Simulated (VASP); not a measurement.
# MoS2 (P-3m1) in VASP: a series of runs, part 2 of 2

VASP 6.6.1. Earlier steps stand in the parts before.

## Step 3: Single point, r2SCAN

File POSCAR:

```
MoS2
1.0
    3.2274600000      0.0000000000      0.0000000000
   -1.6137300000      2.7950623497      0.0000000000
    0.0000000000      0.0000000000      6.3124700000
Mo S
1 2
Direct
    0.0000000000      0.0000000000      0.5000000000
    0.3333333333      0.6666666667      0.2553200000
    0.6666666667      0.3333333333      0.7446800000
```

File INCAR.step1:

```
ALGO     = Normal         # electronic algorithm
EDIFF    = 1E-5           # SCF threshold, eV
ENCUT    = 550            # plane-wave cutoff, eV
GGA      = PE             # functional
GGA_COMPAT= F            
ISMEAR   = 1              # smearing method
ISYM     = 0            
LASPH    = T              # aspherical terms in the spheres
LCHARG   = F              # write CHGCAR
LREAL    = F              # projectors in reciprocal space
LWAVE    = T              # write WAVECAR
NBANDS   = 20             # bands
NELM     = 120            # most SCF steps
PREC     = Accurate       # precision mode
SIGMA    = 0.15           # smearing width, eV
```

File INCAR.step2:

```
ALGO     = Normal         # electronic algorithm
EDIFF    = 1E-6           # SCF threshold, eV
ENCUT    = 550            # plane-wave cutoff, eV
GGA_COMPAT= F            
ISIF     = 2              # what is computed and relaxed
ISMEAR   = 1              # smearing method
ISTART   = 1            
ISYM     = 0            
LASPH    = T              # aspherical terms in the spheres
LCHARG   = F              # write CHGCAR
LMIXTAU  = T            
LREAL    = F              # projectors in reciprocal space
LWAVE    = F              # write WAVECAR
METAGGA  = R2SCAN         # meta-GGA
NBANDS   = 20             # bands
NELM     = 120            # most SCF steps
PREC     = Accurate       # precision mode
SIGMA    = 0.15           # smearing width, eV
```

File KPOINTS:

```
Automatic mesh
0
Gamma
  6 6 3
  0.5 0.5 0.5
```

Potentials or basis: VASP PAW PBE potentials, release 64 (Mo_sv, S).

On the command line:

```console
$ cat potpaw_PBE.64/Mo_sv/POTCAR potpaw_PBE.64/S/POTCAR > POTCAR
$ cp INCAR.step1 INCAR
$ mpirun -np 1 vasp_std > vasp.out
$ cp INCAR.step2 INCAR
$ mpirun -np 1 vasp_std > vasp.out
```

OUTCAR:

```text
EDIFF = 1E-6
   ENCUT = 550
   ISIF = 2
   ISMEAR = 1
   ISTART = 1
   ISYM = 0
   LASPH = T
   LREAL = F
   METAGGA = R2SCAN
   NELM = 120
   PREC = Accurate

 ion  position               nearest neighbor table
   1  0.000  0.000  0.500-   2 2.42   3 2.42   3 2.42   2 2.42   3 2.42   2 2.42
   2  0.333  0.667  0.255-   1 2.42   1 2.42   1 2.42
   3  0.667  0.333  0.745-   1 2.42   1 2.42   1 2.42

IMPORTANT INFORMATION: All symmetrisations will be switched off!
NOSYMM: (Re-)initialisation of all symmetry stuff for point group C_1.

----------------------------------------------------------------------------------------

                                     Primitive cell

  volume of cell :      56.9445

  direct lattice vectors                    reciprocal lattice vectors
     3.227460000  0.000000000  0.000000000     0.309841175  0.178886886  0.000000000
    -1.613730000  2.795062350  0.000000000     0.000000000  0.357773772  0.000000000
     0.000000000  0.000000000  6.312470000     0.000000000  0.000000000  0.158416594

[... 130 lines left out ...]
  free energy    TOTEN  =       -44.13650952 eV

  energy without entropy =      -44.13483997  energy(sigma->0) =      -44.13595301

 E-fermi :   6.8659     XC(G=0): -11.0994

 val. band max:        6.8368171596   @ k =   0.0833  -0.0833   0.1667
 cond. band min:       6.8676277382   @ k =   0.0000  -0.0833   0.1667
 fundamental gap:      0.0308105786
 Fermi energy:         6.8659266057

 k-point     1 :       0.0833    0.0833    0.1667
  band No.  band energies     occupation
      1     -56.9527      2.00000
      2     -30.2972      2.00000
      3     -30.2491      2.00000
      4     -30.2457      2.00000
      5      -8.3714      2.00000
      6      -7.2213      2.00000
[... 541 lines left out ...]
     19      14.1189      0.00000
     20      15.4582      0.00000

 [... further k-points ...]

------------------------ aborting loop because EDIFF is reached ----------------------------------------

  FORCE on cell =-STRESS in cart. coord.  units (eV):
  Direction    XX          YY          ZZ          XY          YZ          ZX
  --------------------------------------------------------------------------------------
  -------------------------------------------------------------------------------------
  Total        0.0729910      0.0729833     -0.0048768     -0.0000069      0.0000005     -0.0000007
  in kB        2.0536593      2.0534408     -0.1372135     -0.0001948      0.0000145     -0.0000203
  external PRESSURE =       1.3232955 kB  Pullay stress =       0.0000000 kB

 VOLUME and BASIS-vectors are now :
 -----------------------------------------------------------------------------
  energy-cutoff  :      550.00
  volume of cell :       56.94
      direct lattice vectors                 reciprocal lattice vectors
     3.227460000  0.000000000  0.000000000     0.309841175  0.178886886  0.000000000
    -1.613730000  2.795062350  0.000000000     0.000000000  0.357773772  0.000000000
     0.000000000  0.000000000  6.312470000     0.000000000  0.000000000  0.158416594

 POSITION                                       TOTAL-FORCE (eV/Angst)
 -----------------------------------------------------------------------------------
      0.00000      0.00000      3.15624        -0.000000     -0.000000     -0.000000
     -0.00000      1.86337      1.61170         0.000000      0.000000     -0.050637
      1.61373      0.93169      4.70077        -0.000000     -0.000000      0.050638
 -----------------------------------------------------------------------------------
    total drift:                                0.000000      0.000000      0.000000

  FREE ENERGIE OF THE ION-ELECTRON SYSTEM (eV)
  ---------------------------------------------------
  free  energy   TOTEN  =       -44.1365095219 eV

  energy  without entropy=      -44.1348399721  energy(sigma->0) =      -44.13595301
```

OSZICAR.step1:

```text
N       E                     dE             d eps       ncg     rms          rms(c)
DAV:   1     0.205042505095E+03    0.20504E+03   -0.15242E+04  6776   0.127E+03
DAV:   2    -0.144078536831E+02   -0.21945E+03   -0.21408E+03  7804   0.324E+02
DAV:   3    -0.225446175163E+02   -0.81368E+01   -0.80295E+01  8172   0.595E+01
DAV:   4    -0.226467558538E+02   -0.10214E+00   -0.10198E+00  7824   0.692E+00
DAV:   5    -0.226485162768E+02   -0.17604E-02   -0.17602E-02  8144   0.882E-01    0.226E+01
DAV:   6    -0.215917616388E+02    0.10568E+01   -0.15552E+01  6808   0.215E+01    0.951E+00
DAV:   7    -0.211376224287E+02    0.45414E+00   -0.68318E+00  6712   0.134E+01    0.600E+00
DAV:   8    -0.209868429281E+02    0.15078E+00   -0.82980E-01  7244   0.506E+00    0.182E+00
DAV:   9    -0.209885416797E+02   -0.16988E-02   -0.26824E-02  7580   0.104E+00    0.578E-01
DAV:  10    -0.209874788572E+02    0.10628E-02   -0.15513E-02  7264   0.752E-01    0.194E-01
DAV:  11    -0.209873142837E+02    0.16457E-03   -0.82246E-04  7500   0.186E-01    0.793E-02
DAV:  12    -0.209872369424E+02    0.77341E-04   -0.27396E-04  7284   0.958E-02    0.545E-02
DAV:  13    -0.209872594129E+02   -0.22470E-04   -0.66251E-05  6892   0.484E-02    0.159E-02
DAV:  14    -0.209872595756E+02   -0.16273E-06   -0.32505E-06  4892   0.107E-02
   1 F= -.20987260E+02 E0= -.20986623E+02  d E =-.190839E-02
```

Wall time 9.9 min (1 thread of Intel Xeon Platinum 8259CL at 2.50GHz (Skylake/Cascade Lake), shared host); peak memory 0.32 GiB.

What came out:

| Property | Result |
| --- | --- |
| Free energy | -44.1365 eV |
| Pressure | 0.1 GPa |
| Largest force | 0.051 eV/Å |
| Band gap on the k mesh | zero (bands 13 and 14 overlap by 0.19 eV) |

Forces on the atoms (eV/Å):
```
Mo   0.000  0.000  0.000
S    0.000  0.000 -0.051
S    0.000  0.000  0.051
```

Levels at points of the mesh, in eV from the Fermi level:
| k point | band 10 | band 11 | band 12 | band 13 | band 14 | band 15 | band 16 | band 17 |
| --- | --- | --- | --- | --- | --- | --- | --- | --- |
| (0.08, 0.08, 0.17) | -2.52 | -2.40 | -1.90 | -0.83 | 0.22 | 0.33 | 2.88 | 3.12 |

Caveat: the k points lie up to 0.37 Å⁻¹ apart; the PAW data sets were made with another functional, which shifts forces and pressure a little.

The gap in the log of VASP goes by the Fermi energy; the results here count the filled bands.